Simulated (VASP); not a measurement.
# Al3GaN4 (R3m) in VASP: a series of runs

The runs below take Al3GaN4 through single point, with r2SCAN.

Everything below comes from runs of VASP 6.6.1. Logs are shortened: lines on timing, memory, paths and dates and some standing lists are left out, and cuts for length are marked.

## 1. The cell of the first run

The structure is trigonal, space group R3m (No. 160). Conventional cell: a = 6.224 Å, b = 6.224 Å, c = 7.623 Å, α = 90.00°, β = 90.00°, γ = 120.00°. Al (site symmetry m) has 4 N at 1.89 Å within 2.5 Å. Within 2.6 Å of Ga (site symmetry 3m) lie 4 N at 1.94 to 1.97 Å. N (site symmetry m) has 3 Al at 1.89 Å and 1 Ga at 1.94 Å within 2.5 Å. Within 2.5 Å of N (site symmetry 3m) lie 3 Al at 1.89 Å and 1 Ga at 1.97 Å.

## 2. Single point, r2SCAN (all Ga atoms moved -0.025 Å, as atom 4 along Cartesian [1 1 1])

POSCAR reads:

```
Al3GaN4
1.0
    4.4012372935      0.0000000000      0.0000000000
    0.0000000000      4.4012372935      0.0000000000
    0.0000000000      0.0000000000      4.4012372935
Al Ga N
3 1 4
Direct
    0.5000000000      0.5000000000      0.0000000000
    0.5000000000      0.0000000000      0.5000000000
    0.0000000000      0.5000000000      0.5000000000
   -0.0032794771     -0.0032794771     -0.0032794771
    0.7444581597      0.7444581597      0.2555418403
    0.7444581597      0.2555418403      0.7444581597
    0.2555418403      0.7444581597      0.7444581597
    0.2555418403      0.2555418403      0.2555418403
```

INCAR.step1 reads:

```
SYSTEM = Al3GaN4
PREC = Accurate
ENCUT = 520
ISMEAR = 0
SIGMA = 0.05
LREAL = .FALSE.
LASPH = .TRUE.
NELM = 80
NBANDS = 31
GGA = PE
ALGO = Normal
EDIFF = 1E-4
LWAVE = .TRUE.
LCHARG = .FALSE.
```

INCAR.step2 reads:

```
SYSTEM = Al3GaN4
PREC = Accurate
ENCUT = 520
EDIFF = 1E-6
ISMEAR = 0
SIGMA = 0.05
LREAL = .FALSE.
LASPH = .TRUE.
NELM = 80
ALGO = Normal
ISIF = 2
LWAVE = .FALSE.
LCHARG = .TRUE.
METAGGA = R2SCAN
LMIXTAU = .TRUE.
LELF = .TRUE.
LVHAR = .TRUE.
NBANDS = 31
ISTART = 1
```

KPOINTS reads:

```
regular mesh
0
G
  6 6 6
  0 0 0
```

Potentials or basis: VASP PAW PBE potentials, release 64 (Al, Ga_d, N).

On the command line:

```bash
cat potpaw_PBE.64/Al/POTCAR potpaw_PBE.64/Ga_d/POTCAR potpaw_PBE.64/N/POTCAR > POTCAR
cp INCAR.step1 INCAR
mpirun -np 1 vasp_std > vasp.out
cp INCAR.step2 INCAR
mpirun -np 1 vasp_std > vasp.out
```

OUTCAR:

```text
SYSTEM = Al3GaN4
   PREC = Accurate
   ENCUT = 520
   EDIFF = 1E-6
   ISMEAR = 0
   LREAL = .FALSE.
   LASPH = .TRUE.
   NELM = 80
   ISIF = 2
   METAGGA = R2SCAN
   ISTART = 1

 ion  position               nearest neighbor table
   1  0.500  0.500  0.000-   5 1.89   6 1.89   7 1.89   8 1.89   4 3.09   3 3.11   2 3.11   2 3.11
                             3 3.11   2 3.11   2 3.11   3 3.11   3 3.11   4 3.11   4 3.11   4 3.13
   2  0.500  0.000  0.500-   5 1.89   6 1.89   7 1.89   8 1.89   4 3.09   3 3.11   1 3.11   1 3.11
                             1 3.11   3 3.11   1 3.11   3 3.11   3 3.11   4 3.11   4 3.11   4 3.13
   3  0.000  0.500  0.500-   5 1.89   6 1.89   7 1.89   8 1.89   4 3.09   2 3.11   1 3.11   1 3.11
                             2 3.11   1 3.11   2 3.11   1 3.11   2 3.11   4 3.11   4 3.11   4 3.13
   4  0.997  0.997  0.997-   6 1.94   7 1.94   5 1.94   8 1.97   2 3.09   3 3.09   1 3.09   2 3.11
                             1 3.11   3 3.11   2 3.11   3 3.11   1 3.11   3 3.13   1 3.13   2 3.13
   5  0.744  0.744  0.256-   1 1.89   2 1.89   3 1.89   4 1.94
   6  0.744  0.256  0.744-   1 1.89   2 1.89   3 1.89   4 1.94
   7  0.256  0.744  0.744-   1 1.89   2 1.89   3 1.89   4 1.94
   8  0.256  0.256  0.256-   1 1.89   2 1.89   3 1.89   4 1.97

  LATTYP: Found a simple cubic cell.
 ALAT       =     4.4012372935

  Lattice vectors:

 A1 = (   4.4012372935,   0.0000000000,   0.0000000000)
 A2 = (   0.0000000000,   4.4012372935,   0.0000000000)
 A3 = (   0.0000000000,   0.0000000000,   4.4012372935)

Analysis of symmetry for initial positions (statically):
=====================================================================
 Subroutine PRICEL returns:
 Original cell was already a primitive cell.

 Routine SETGRP: Setting up the symmetry group for a
 simple cubic supercell.

 Subroutine GETGRP returns: Found  6 space group operations
 (whereof  6 operations were pure point group operations)
 out of a pool of 48 trial point group operations.

The static configuration has the point symmetry C_3v.

Analysis of symmetry for dynamics (positions and initial velocities):
=====================================================================
 Subroutine PRICEL returns:
 Original cell was already a primitive cell.

 Routine SETGRP: Setting up the symmetry group for a
 simple cubic supercell.

 Subroutine GETGRP returns: Found  6 space group operations
 (whereof  6 operations were pure point group operations)
 out of a pool of 48 trial point group operations.

The dynamic configuration has the point symmetry C_3v.

 Subroutine INISYM returns: Found  6 space group operations
 (whereof  6 operations are pure point group operations),
 and found     1 'primitive' translations

----------------------------------------------------------------------------------------

                                     Primitive cell

  volume of cell :      85.2559

  direct lattice vectors                    reciprocal lattice vectors
     4.401237294  0.000000000  0.000000000     0.227208835  0.000000000  0.000000000
     0.000000000  4.401237294  0.000000000     0.000000000  0.227208835  0.000000000
     0.000000000  0.000000000  4.401237294     0.000000000  0.000000000  0.227208835

  length of vectors
     4.401237294  4.401237294  4.401237294     0.227208835  0.227208835  0.227208835

  position of ions in fractional coordinates (direct lattice)
     0.500000000  0.500000000  0.000000000
     0.500000000  0.000000000  0.500000000
     0.000000000  0.500000000  0.500000000
     0.996720523  0.996720523  0.996720523
     0.744458160  0.744458160  0.255541840
     0.744458160  0.255541840  0.744458160
     0.255541840  0.744458160  0.744458160
     0.255541840  0.255541840  0.255541840

  ion indices of the primitive-cell ions
   primitive index   ion index
                 1           1
                 2           2
                 3           3
                 4           4
                 5           5
                 6           6
                 7           7
                 8           8

----------------------------------------------------------------------------------------

 KPOINTS: regular mesh

Automatic generation of k-mesh.
 Grid dimensions read from file:
 generate k-points for:    6    6    6

 Generating k-lattice:

  Cartesian coordinates                     Fractional coordinates (reciprocal lattice)
     0.037868139  0.000000000  0.000000000     0.166666667  0.000000000  0.000000000
     0.000000000  0.037868139  0.000000000     0.000000000  0.166666667  0.000000000
     0.000000000  0.000000000  0.037868139     0.000000000  0.000000000  0.166666667

  Length of vectors
     0.037868139  0.037868139  0.037868139

  Shift w.r.t. Gamma in fractional coordinates (k-lattice)
     0.000000000  0.000000000  0.000000000

 Subroutine IBZKPT returns following result:
 ===========================================

 Found     32 irreducible k-points:

 Following reciprocal coordinates:
            Coordinates               Weight
  0.000000  0.000000  0.000000      1.000000
  0.166667  0.000000  0.000000      6.000000
  0.333333  0.000000  0.000000      6.000000
  0.500000  0.000000  0.000000      3.000000
  0.166667  0.166667  0.000000      6.000000
 -0.166667  0.166667  0.000000      6.000000
[... 16 lines left out ...]
 -0.166667  0.333333  0.333333      6.000000
  0.500000  0.333333  0.166667     12.000000
 [... further k-points ...]
   k-points           NKPTS =     32   k-points in BZ     NKDIM =     32   number of bands    NBANDS=     31
   number of dos      NEDOS =    301   number of ions     NIONS =      8
   total plane-waves  NPLWV =  46656
   dimension x,y,z NGX =    36 NGY =   36 NGZ =   36
   dimension x,y,z NGXF=    72 NGYF=   72 NGZF=   72
   ions per type =               3   1   4
   NGX,Y,Z   is equivalent  to a cutoff of  13.60, 13.60, 13.60 a.u.
   NGXF,Y,Z  is equivalent  to a cutoff of  27.20, 27.20, 27.20 a.u.
 SYSTEM =  Al3GaN4
   PREC   = accura    normal or accurate (medium, high low for compatibility)
   ISTART =      1    job   : 0-new  1-cont  2-samecut
   ICHARG =      0    charge: 1-file 2-atom 10-const
   ISPIN  =      1    spin polarized calculation?
   LNONCOLLINEAR =      F non collinear calculations
   LSORBIT =      F    spin-orbit coupling
   LASPH  =      T    aspherical Exc in radial PAW
   ENCUT  =  520.0 eV  38.22 Ry    6.18 a.u.   8.18  8.18  8.18*2*pi/ulx,y,z
   NELM   =     80;   NELMIN=  2; NELMDL=  0     # of ELM steps
   EDIFF  = 0.1E-05   stopping-criterion for ELM
   LREAL  =      F    real-space projection
   EDIFFG = 0.1E-04   stopping-criterion for IOM
   NSW    =      0    number of steps for IOM
   IBRION =     -1    ionic relax: 0-MD 1-quasi-New 2-CG
   NFREE  =      0    steps in history (QN), initial steepest desc. (CG)
   ISIF   =      2    stress and relaxation
   ISYM   =      2    0-nonsym 1-usesym 2-fastsym
   POTIM  = 0.5000    time-step for ionic-motion
   TEBEG  =    0.0;   TEEND  =   0.0 temperature during run
   PSTRESS=    0.0 pullay stress
   NELECT =      42.0000    total number of electrons
   NUPDOWN=      -1.0000    fix difference up-down
   EMIN   =  10.00;   EMAX   =-10.00  energy-range for DOS
   EFERMI =   0.00;   METHOD = LEGACY
   ISMEAR =     0;   SIGMA  =   0.05  broadening in eV -4-tet -1-fermi 0-gaus
   EFERMI_NEDOS =   21; number of points for ismear=-14 and -15
   IALGO  =     38    algorithm
   IMIX   =      4    mixing-type and parameters
     AMIX     =   0.40;   BMIX     =  1.00
     AMIX_MAG =   1.60;   BMIX_MAG =  1.00
  volume/ion in A,a.u.               =      10.66        71.92
  Fermi-wavevector in a.u.,A,eV,Ry     =   1.292954  2.443329 22.745275  1.671731
  Thomas-Fermi vector in A             =   2.424630
   LORBIT       =      0    0 simple, 1 ext, 2 COOP (PROOUT), +10 PAW based schemes
   METAGGA = R2SCAN    functional components
   LHFCALC =     F    Hartree Fock is set to
   AEXX    =    0.0000 exact exchange contribution
   IVDW    =     0    specifies the selected vdW correction
   LEPSILON=     F    determine dielectric tensor
   LRPA    =     F    only Hartree local field effects (RPA)
 non-spin polarized calculation
 Gauss-broadening in eV      SIGMA  =   0.05
  energy-cutoff  :      520.00
  volume of cell :       85.26
 maximum number of plane-waves:      2320
 NGX is ok and might be reduce to    36
   NGX = 17   NGY = 17   NGZ = 17

 number of electron      42.0000006 magnetization

 Free energy of the ion-electron system (eV)
  ---------------------------------------------------
  ext. energy  EPLUGINS =         0.00000000
  ---------------------------------------------------
  free energy    TOTEN  =       -79.43086785 eV

  energy without entropy =      -79.43086785  energy(sigma->0) =      -79.43086785

 E-fermi :   5.7691     XC(G=0): -11.7543

 val. band max:        5.5162405235   @ k =   0.0000   0.0000   0.0000
 cond. band min:       9.4005925393   @ k =   0.0000   0.0000   0.0000
 fundamental gap:      3.8843520159
 Fermi energy:         5.7691364552

 k-point     1 :       0.0000    0.0000    0.0000
  band No.  band energies     occupation
      1     -10.4846      2.00000
      2      -8.6020      2.00000
      3      -8.6020      2.00000
      4      -8.5042      2.00000
      5      -7.4689      2.00000
      6      -7.4689      2.00000
[... 23 lines left out ...]
     30      18.3319      0.00000
     31      18.3319      0.00000

 k-point     2 :       0.1667    0.0000    0.0000
  band No.  band energies     occupation
      1     -10.3576      2.00000
      2      -8.6762      2.00000
      3      -8.6068      2.00000
      4      -8.5256      2.00000
      5      -7.4675      2.00000
      6      -7.4644      2.00000
[... 23 lines left out ...]
     30      18.5206      0.00000
     31      18.5381      0.00000

 k-point     3 :       0.3333    0.0000    0.0000
  band No.  band energies     occupation
      1     -10.0005      2.00000
      2      -8.9703      2.00000
      3      -8.6163      2.00000
      4      -8.5471      2.00000
      5      -7.4646      2.00000
      6      -7.4521      2.00000
[... 703 lines left out ...]
     30      17.3492      0.00000
     31      17.7147      0.00000

 k-point    24 :       0.5000    0.3333    0.1667
  band No.  band energies     occupation
      1      -9.2618      2.00000
      2      -9.0984      2.00000
      3      -8.8522      2.00000
      4      -8.5869      2.00000
      5      -7.4475      2.00000
      6      -7.4353      2.00000
[... 23 lines left out ...]
     30      17.2481      0.00000
     31      17.6513      0.00000

 [... further k-points ...]
[... 5 lines left out ...]
  --------------------------------------------------------------------------------------
  -------------------------------------------------------------------------------------
  Total        0.0022463      0.0022463      0.0022463     -0.1299390     -0.1299390     -0.1299390
  in kB        0.0422136      0.0422136      0.0422136     -2.4418881     -2.4418881     -2.4418881
  external PRESSURE =       0.0422136 kB  Pullay stress =       0.0000000 kB

 VOLUME and BASIS-vectors are now :
 -----------------------------------------------------------------------------
  energy-cutoff  :      520.00
  volume of cell :       85.26
      direct lattice vectors                 reciprocal lattice vectors
     4.401237294  0.000000000  0.000000000     0.227208835  0.000000000  0.000000000
     0.000000000  4.401237294  0.000000000     0.000000000  0.227208835  0.000000000
     0.000000000  0.000000000  4.401237294     0.000000000  0.000000000  0.227208835

 POSITION                                       TOTAL-FORCE (eV/Angst)
 -----------------------------------------------------------------------------------
      2.20062      2.20062      0.00000        -0.073279     -0.073279      0.050990
      2.20062      0.00000      2.20062        -0.073279      0.050990     -0.073279
      0.00000      2.20062      2.20062         0.050990     -0.073279     -0.073279
      4.38680      4.38680      4.38680         0.278513      0.278513      0.278513
      3.27654      3.27654      1.12470        -0.092406     -0.092406      0.064095
      3.27654      1.12470      3.27654        -0.092406      0.064095     -0.092406
      1.12470      3.27654      3.27654         0.064095     -0.092406     -0.092406
      1.12470      1.12470      1.12470        -0.062228     -0.062228     -0.062228
 -----------------------------------------------------------------------------------
    total drift:                                0.014171      0.014171      0.014153

  FREE ENERGIE OF THE ION-ELECTRON SYSTEM (eV)
  ---------------------------------------------------
  free  energy   TOTEN  =       -79.4308678522 eV

  energy  without entropy=      -79.4308678522  energy(sigma->0) =      -79.43086785
```

Wall time 7.6 min (1 thread of Intel Xeon 8259CL, shared host); peak memory 0.26 GiB.

Results:

| Property | Result |
| --- | --- |
| Free energy | -79.4309 eV |
| Pressure | 0.0 GPa |
| Largest force | 0.482 eV/Å |
| Band gap on the k mesh | 3.88 eV |

Forces in eV/Å, atoms in the order of the input:
```
Al  -0.073 -0.073  0.051
Al  -0.073  0.051 -0.073
Al   0.051 -0.073 -0.073
Ga   0.279  0.279  0.279
N   -0.092 -0.092  0.064
N   -0.092  0.064 -0.092
N    0.064 -0.092 -0.092
N   -0.062 -0.062 -0.062
```

Caveat: the cell differs from its parent crystal (all Ga atoms moved -0.025 Å, as atom 4 along Cartesian [1 1 1]); the PAW data sets were made with another functional, which shifts forces and pressure a little. A k mesh can miss the band edges.

## 3. Single point, r2SCAN (all Ga atoms moved +0.087 Å, as atom 4 along Cartesian [1 1 1])

POSCAR, as its differences from that of step 2:

```diff
@@ -11,3 +11,3 @@
     0.0000000000      0.5000000000      0.5000000000
-   -0.0032794771     -0.0032794771     -0.0032794771
+    0.0114781697      0.0114781697      0.0114781697
     0.7444581597      0.7444581597      0.2555418403
```

INCAR.step1 reads:

```
PREC = Accurate
ENCUT = 520
ISMEAR = 0
SIGMA = 0.05
LREAL = False
LASPH = True
NELM = 60
NBANDS = 31
GGA = PE
ALGO = Normal
EDIFF = 1E-4
LWAVE = True
LCHARG = False
```

INCAR.step2 reads:

```
PREC = Accurate
ENCUT = 520
EDIFF = 1E-6
ISMEAR = 0
SIGMA = 0.05
LREAL = False
LASPH = True
NELM = 60
ALGO = Normal
ISIF = 2
LWAVE = False
LCHARG = False
METAGGA = R2SCAN
LMIXTAU = True
NBANDS = 31
ISTART = 1
```

KPOINTS reads:

```
Automatic mesh
0
Gamma
  6 6 6
```

Potentials or basis: VASP PAW PBE potentials, release 64 (Al, Ga_d, N).

On the command line:

```bash
cat potpaw_PBE.64/Al/POTCAR potpaw_PBE.64/Ga_d/POTCAR potpaw_PBE.64/N/POTCAR > POTCAR
cp INCAR.step1 INCAR
mpirun -np 1 vasp_std > vasp.out
cp INCAR.step2 INCAR
mpirun -np 1 vasp_std > vasp.out
```

Wall time 8 min (1 thread of Intel Xeon 8259CL, shared host); peak memory 0.26 GiB.

It converged, with:

```yaml
Free_energy: -79.3560 eV
Pressure: 0.3 GPa
Largest_force: 1.917 eV/Å
Band_gap_on_the_k_mesh: 3.81 eV
```

Forces on the atoms (eV/Å):
```
Al   0.247  0.247 -0.181
Al   0.247 -0.181  0.247
Al  -0.181  0.247  0.247
Ga  -1.107 -1.107 -1.107
N    0.115  0.115 -0.021
N    0.115 -0.021  0.115
N   -0.021  0.115  0.115
N    0.586  0.586  0.586
```

Stress tensor (GPa, compression positive):
```
0.28 1.13 1.13
1.13 0.28 1.13
1.13 1.13 0.28
```

Levels at points of the mesh, in eV from the valence-band top:
| k point | band 19 | band 20 | band 21 | band 22 | band 23 | band 24 |
| --- | --- | --- | --- | --- | --- | --- |
| (0.00, 0.00, 0.00) | -0.12 | 0.00 | 0.00 | 3.81 | 3.81 | 3.97 |
| (0.50, 0.00, 0.00) | -1.24 | -1.08 | -0.87 | 6.14 | 6.25 | 6.64 |
| (0.50, 0.50, 0.00) | -0.69 | -0.63 | -0.43 | 7.96 | 8.14 | 8.22 |
| (0.50, 0.50, 0.50) | -0.65 | -0.27 | -0.27 | 6.13 | 7.72 | 7.76 |

Caveat: the cell differs from its parent crystal (all Ga atoms moved +0.087 Å, as atom 4 along Cartesian [1 1 1]); the PAW data sets were made with another functional, which shifts forces and pressure a little. A k mesh can miss the band edges.
